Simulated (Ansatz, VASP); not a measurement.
# Li5Re3 in VASP and in Ansatz

```xyz
8
Lattice="4.3152 0.0000 0.0000 0.0000 4.7775 0.0000 0.0000 0.0000 5.4034" Properties=species:S:1:pos:R:3 pbc="T T T"
Li    0.0000    0.0000    2.7017
Li    0.0000    0.0000    0.0000
Li    2.1576    2.3888    0.0000
Li    2.1576    0.0000    4.0224
Li    2.1576    0.0000    1.3811
Re    0.0000    2.3888    4.1202
Re    0.0000    2.3888    1.2832
Re    2.1576    2.3888    2.7017
```

Change from the starting cell: species swapped into the Ti3Al5 type (Pmmm, No. 47).

Alike in both runs: task single point; functional PBE; k mesh 4 × 4 × 4; occupations gaussian, width 0.1 eV; collinear spin.

```csv
,VASP,Ansatz
version,VASP 6.6.1,Ansatz 0.2.0
potentials or method,"VASP PAW PBE potentials, release 64 (Li_sv, Re), cutoff 520 eV","scalar-relativistic, plane waves, PAW"
valence electrons in the cell,36,60
```

```csv
,VASP,Ansatz,Ansatz less VASP
gap on the k mesh at the Fermi level (eV),none,none,-
rms of the force components (eV/Å),0.008,0.000,-0.0072
net moment per atom (μB),0.00,0.00,0.000
```

Atom by atom the forces differ by 0.007 eV/Å (rms over components). A gap of «none» marks a metal or a gap that the smearing closes. The functional is the same, so the differences come from potentials, cutoffs and numerics. VASP's potentials hold 36 valence electrons a cell and Ansatz's 60, so a difference there can come from the potentials and not from the codes. Ansatz's warnings: seeded moment not kept.

The k mesh is coarse, so the values compare programs but aren't converged. Spin-orbit coupling is off throughout. Noted on VASP's run: the cutoff is under 1.25 times that of the potentials, so the pressure is a little rough.
